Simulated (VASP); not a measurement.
# BaF2 (Fm-3m) in VASP: further runs, part 2 of 2

VASP 6.6.1.

### 5 Single point, r2SCAN

This run uses another cell than the first one, of 21.00 Å³/atom.

POSCAR

```
BaF2
1.0
    0.0000000000      3.1583204300      3.1583204300
    3.1583204300      0.0000000000      3.1583204300
    3.1583204300      3.1583204300      0.0000000000
Ba F
1 2
Direct
    0.0000000000      0.0000000000      0.0000000000
    0.2500000000      0.2500000000      0.2500000000
    0.7500000000      0.7500000000      0.7500000000
```

INCAR.step1

```
SYSTEM = BaF2
PREC = Accurate ; ENCUT = 660
ISMEAR = -1 ; SIGMA = 0.02
LREAL = .FALSE. ; LASPH = .TRUE.
NELM = 120 ; NBANDS = 19
GGA = PE ; ALGO = Normal
EDIFF = 1E-5 ; LWAVE = .TRUE.
LCHARG = .FALSE. ; GGA_COMPAT = .FALSE.
```

INCAR.step2

```
SYSTEM = BaF2
PREC = Accurate ; ENCUT = 660
EDIFF = 1E-6 ; ISMEAR = -1
SIGMA = 0.02 ; LREAL = .FALSE.
LASPH = .TRUE. ; NELM = 120
ALGO = Normal ; ISIF = 2
LWAVE = .FALSE. ; LCHARG = .TRUE.
METAGGA = R2SCAN ; LMIXTAU = .TRUE.
LELF = .TRUE. ; LVHAR = .TRUE.
NBANDS = 19 ; ISTART = 1
GGA_COMPAT = .FALSE.
```

KPOINTS

```
regular mesh
0
G
  8 8 8
  0 0 0
```

Launch:

```
$ cat potpaw_PBE.64/Ba_sv/POTCAR potpaw_PBE.64/F/POTCAR > POTCAR
$ cp INCAR.step1 INCAR
$ mpirun -np 1 vasp_std > vasp.out
$ cp INCAR.step2 INCAR
$ mpirun -np 1 vasp_std > vasp.out
```

It took 1.8 min on 1 thread of Intel Xeon 6975P-C (Granite Rapids), shared host; peak memory 0.28 GiB.

The run converged. Its results:

- Free energy: -45.0551 eV
- Pressure: -2.4 GPa
- Band gap on the k mesh: 7.10 eV (least direct gap 7.16 eV)

Levels at points of the mesh, in eV from the valence-band top:
| k point | band 8 | band 9 | band 10 | band 11 | band 12 | band 13 | band 14 | band 15 | band 16 | band 17 |
| --- | --- | --- | --- | --- | --- | --- | --- | --- | --- | --- |
| (0.00, 0.00, 0.00) | -1.31 | -1.31 | -0.05 | -0.05 | -0.05 | 7.10 | 9.69 | 9.69 | 11.81 | 11.81 |
| (0.50, 0.00, 0.00) | -0.94 | -0.59 | -0.34 | -0.16 | -0.16 | 9.60 | 9.62 | 9.62 | 9.90 | 12.03 |
| (0.50, 0.50, 0.00) | -0.35 | -0.35 | -0.29 | -0.29 | -0.08 | 7.59 | 9.55 | 11.05 | 12.39 | 12.39 |

Caveat: the PAW data sets were made with another functional, which shifts forces and pressure a little; spin-orbit coupling is left out, which moves the levels of the heavy elements. r2SCAN opens gaps a little over a GGA but as a rule still falls short of measured ones.

### 6 Relaxation of cell and atoms, r2SCAN

This run uses another cell than the first one, of 19.86 Å³/atom.

POSCAR

```
BaF2
1.0
    0.0000000000      3.1000500000      3.1000500000
    3.1000500000      0.0000000000      3.1000500000
    3.1000500000      3.1000500000      0.0000000000
Ba F
1 2
Direct
    0.0000000000      0.0000000000      0.0000000000
    0.2500000000      0.2500000000      0.2500000000
    0.7500000000      0.7500000000      0.7500000000
```

INCAR.step1

```
SYSTEM = BaF2
  PREC = Accurate
  ENCUT = 660
  ISMEAR = -1
  SIGMA = 0.02
  LREAL = .False.
  LASPH = .True.
  NELM = 120
  GGA = PE
  ALGO = Normal
  EDIFF = 1E-5
  LWAVE = .True.
  LCHARG = .False.
  GGA_COMPAT = .False.
  IBRION = 2
  ISIF = 3
  EDIFFG = -0.005
  NELMIN = 4
  NSW = 100
```

INCAR.step2

```
SYSTEM = BaF2
  PREC = Accurate
  ENCUT = 660
  EDIFF = 1E-7
  ISMEAR = -1
  SIGMA = 0.02
  LREAL = .False.
  LASPH = .True.
  NELM = 120
  ALGO = Normal
  ISIF = 3
  LWAVE = .False.
  LCHARG = .False.
  METAGGA = R2SCAN
  LMIXTAU = .True.
  IBRION = 2
  NSW = 80
  EDIFFG = -0.01
  ISTART = 1
  GGA_COMPAT = .False.
  NELMIN = 4
```

KPOINTS

```
Automatic mesh
0
Gamma
  8 8 8
  0 0 0
```

Potentials or basis: VASP PAW PBE potentials, release 64 (Ba_sv, F).

Launch:

```
$ cat potpaw_PBE.64/Ba_sv/POTCAR potpaw_PBE.64/F/POTCAR > POTCAR
$ cp INCAR.step1 INCAR
$ mpirun -np 1 vasp_std > vasp.out
$ cp INCAR.step2 INCAR
$ mpirun -np 1 vasp_std > vasp.out
```

OUTCAR:

```text
SYSTEM = BaF2
   PREC = Accurate
   ENCUT = 660
   EDIFF = 1E-7
   ISMEAR = -1
   LREAL = .False.
   LASPH = .True.
   NELM = 120
   ISIF = 3
   METAGGA = R2SCAN
   IBRION = 2
   NSW = 80
   EDIFFG = -0.01
   ISTART = 1
   NELMIN = 4

 ion  position               nearest neighbor table
   1  0.000  0.000  0.000-   3 2.68   3 2.68   2 2.68   3 2.68   2 2.68   2 2.68   3 2.68   2 2.68

   2  0.250  0.250  0.250-   1 2.68   1 2.68   1 2.68   1 2.68
   3  0.750  0.750  0.750-   1 2.68   1 2.68   1 2.68   1 2.68

  LATTYP: Found a face centered cubic cell.
 ALAT       =     6.2001000000

  Lattice vectors:

 A1 = (   0.0000000000,   3.1000500000,   3.1000500000)
 A2 = (   3.1000500000,   0.0000000000,   3.1000500000)
 A3 = (   3.1000500000,   3.1000500000,   0.0000000000)

Analysis of symmetry for initial positions (statically):
=====================================================================
 Subroutine PRICEL returns:
 Original cell was already a primitive cell.

 Routine SETGRP: Setting up the symmetry group for a
 face centered cubic supercell.

 Subroutine GETGRP returns: Found 48 space group operations
 (whereof 48 operations were pure point group operations)
 out of a pool of 48 trial point group operations.

The static configuration has the point symmetry O_h .

Analysis of symmetry for dynamics (positions and initial velocities):
=====================================================================
 Subroutine PRICEL returns:
 Original cell was already a primitive cell.

 Routine SETGRP: Setting up the symmetry group for a
 face centered cubic supercell.

[... 129 lines left out ...]
  Thomas-Fermi vector in A             =   2.344609
   LORBIT       =      0    0 simple, 1 ext, 2 COOP (PROOUT), +10 PAW based schemes
   METAGGA = R2SCAN    functional components
   LHFCALC =     F    Hartree Fock is set to
   AEXX    =    0.0000 exact exchange contribution
   IVDW    =     0    specifies the selected vdW correction
   LEPSILON=     F    determine dielectric tensor
   LRPA    =     F    only Hartree local field effects (RPA)
 conjugate gradient relaxation of ions
 non-spin polarized calculation
  energy-cutoff  :      660.00
  volume of cell :       59.58
 maximum number of plane-waves:      2305
 NGX is ok and might be reduce to    40
   NGX = 19   NGY = 19   NGZ = 19

--------------------------------------- Ionic step        1  -------------------------------------------

 number of electron      24.0000001 magnetization

 Free energy of the ion-electron system (eV)
  ---------------------------------------------------
  ext. energy  EPLUGINS =         0.00000000
  ---------------------------------------------------
  free energy    TOTEN  =       -45.06863016 eV

  energy without entropy =      -45.06863016  energy(sigma->0) =      -45.06863016

------------------------ aborting loop because EDIFF is reached ----------------------------------------

  FORCE on cell =-STRESS in cart. coord.  units (eV):
  Direction    XX          YY          ZZ          XY          YZ          ZX
  --------------------------------------------------------------------------------------
  -------------------------------------------------------------------------------------
  Total        0.2672446      0.2672446      0.2672446      0.0000000      0.0000000      0.0000000
  in kB        7.1859372      7.1859372      7.1859372      0.0000000      0.0000000      0.0000000
  external PRESSURE =       7.1859372 kB  Pullay stress =       0.0000000 kB
[... 61 lines left out ...]
--------------------------------------- Ionic step        3  -------------------------------------------

 number of electron      23.9999999 magnetization

 Free energy of the ion-electron system (eV)
  ---------------------------------------------------
  ext. energy  EPLUGINS =         0.00000000
  ---------------------------------------------------
  free energy    TOTEN  =       -45.07015506 eV

  energy without entropy =      -45.07015506  energy(sigma->0) =      -45.07015506

 E-fermi :  -2.0848     XC(G=0):  -9.1846

 val. band max:       -2.6386209635   @ k =  -0.2500   0.2500   0.0000
 cond. band min:       4.6460699291   @ k =   0.0000   0.0000   0.0000
 fundamental gap:      7.2846908926
 Fermi energy:        -2.0847954564

 k-point     1 :       0.0000    0.0000    0.0000
  band No.  band energies     occupation
      1     -26.3054      2.00000
      2     -22.7076      2.00000
      3     -22.5943      2.00000
      4     -10.6734      2.00000
      5     -10.6734      2.00000
      6     -10.6734      2.00000
[... 433 lines left out ...]
      3     -22.8345      2.00000
      4     -10.9526      2.00000
      5     -10.8112      2.00000
      6     -10.8084      2.00000
[... 8 lines left out ...]
     15       7.6488      0.00000
     16       8.3485      0.00000

 [... further k-points ...]

------------------------ aborting loop because EDIFF is reached ----------------------------------------

  FORCE on cell =-STRESS in cart. coord.  units (eV):
  Direction    XX          YY          ZZ          XY          YZ          ZX
  --------------------------------------------------------------------------------------
  -------------------------------------------------------------------------------------
  Total        0.0003056      0.0003056      0.0003056     -0.0000000     -0.0000000      0.0000000
  in kB        0.0081226      0.0081226      0.0081226     -0.0000000     -0.0000000      0.0000000
  external PRESSURE =       0.0081226 kB  Pullay stress =       0.0000000 kB
[... 18 lines left out ...]
  FREE ENERGIE OF THE ION-ELECTRON SYSTEM (eV)
  ---------------------------------------------------
  free  energy   TOTEN  =       -45.0701550610 eV

  energy  without entropy=      -45.0701550610  energy(sigma->0) =      -45.07015506

 reached required accuracy - stopping structural energy minimisation
```

OUTCAR.step1:

```text
SYSTEM = BaF2
   PREC = Accurate
   ENCUT = 660
   ISMEAR = -1
   LREAL = .False.
   LASPH = .True.
   NELM = 120
   GGA = PE
[... 753 lines left out ...]
  -------------------------------------------------------------------------------------
  Total       -0.0004836     -0.0004836     -0.0004836     -0.0000000      0.0000000      0.0000000
  in kB       -0.0125313     -0.0125313     -0.0125313     -0.0000000      0.0000000      0.0000000
  external PRESSURE =      -0.0125313 kB  Pullay stress =       0.0000000 kB
[... 18 lines left out ...]
  FREE ENERGIE OF THE ION-ELECTRON SYSTEM (eV)
  ---------------------------------------------------
  free  energy   TOTEN  =       -17.1310406139 eV

  energy  without entropy=      -17.1310406138  energy(sigma->0) =      -17.13104061

 reached required accuracy - stopping structural energy minimisation
```

It took 4.9 min on 1 thread of Intel Xeon 6975P-C (Granite Rapids), shared host; peak memory 0.28 GiB.

What came out:

```
Free energy                           : -45.0702 eV
Relaxed volume                        : 20.09 Å³/atom
Relaxed cell                          : a = 4.401 Å, b = 4.401 Å, c = 4.401 Å, α = 60.00°, β = 60.00°, γ = 60.00°
Space group after relaxing (to 0.1 Å) : Fm-3m (No. 225)
Energy gained by relaxing             : 0.5 meV/atom
Ionic steps                           : 3
Pressure after relaxing               : 0.0 GPa
Band gap on the k mesh                : 7.28 eV (least direct gap 7.36 eV)
```

The path:
```
step  energy change (eV)  largest force (eV/Å)  pressure (GPa)  volume (Å³)
   1              0.0000                0.0000            0.72        59.58
   2             -0.0015                0.0000           -0.09        60.36
   3             -0.0015                0.0000            0.00        60.27
```

Final structure:
```
Ba F
1.0
     0.00000    3.11189    3.11189
     3.11189    0.00000    3.11189
     3.11189    3.11189    0.00000
Ba F
1 2
Cartesian
  0.0000 0.0000 0.0000
  1.5559 1.5559 1.5559
  4.6678 4.6678 4.6678
```

Caveat: the PAW data sets were made with another functional, which shifts forces and pressure a little; spin-orbit coupling is left out, which moves the levels of the heavy elements. r2SCAN opens gaps a little over a GGA but as a rule still falls short of measured ones.

### 7 Overview

| task | cell | gap on the mesh (eV) | pressure (GPa) |
| --- | --- | --- | --- |
| single point | a = 4.381 Å, angles 60.0°, 3 atoms | 7.34 | 0.9 |
| single point | a = 4.410 Å, angles 60.0°, 3 atoms | 7.26 | -0.4 |
| single point | a = 4.438 Å, angles 60.0°, 3 atoms | 7.18 | -1.5 |
| single point | a = 4.467 Å, angles 60.0°, 3 atoms | 7.10 | -2.4 |
| relaxation of cell and atoms | relaxed from a = 4.384 Å, angles 60.0°, 3 atoms | 7.28 | 0.0 |

Alike in all rows: level r2SCAN; potentials or basis VASP PAW PBE potentials, release 64 (Ba_sv, F); no spin polarisation; k mesh 8 × 8 × 8; cutoff (eV) 660; smearing fermi-dirac 0.02 eV.

Caveats: the PAW data sets were made with another functional, which shifts forces and pressure a little; spin-orbit coupling is left out, which moves the levels of the heavy elements.

Total energies depend on the potentials used, so only differences within one code and one set of settings carry meaning.
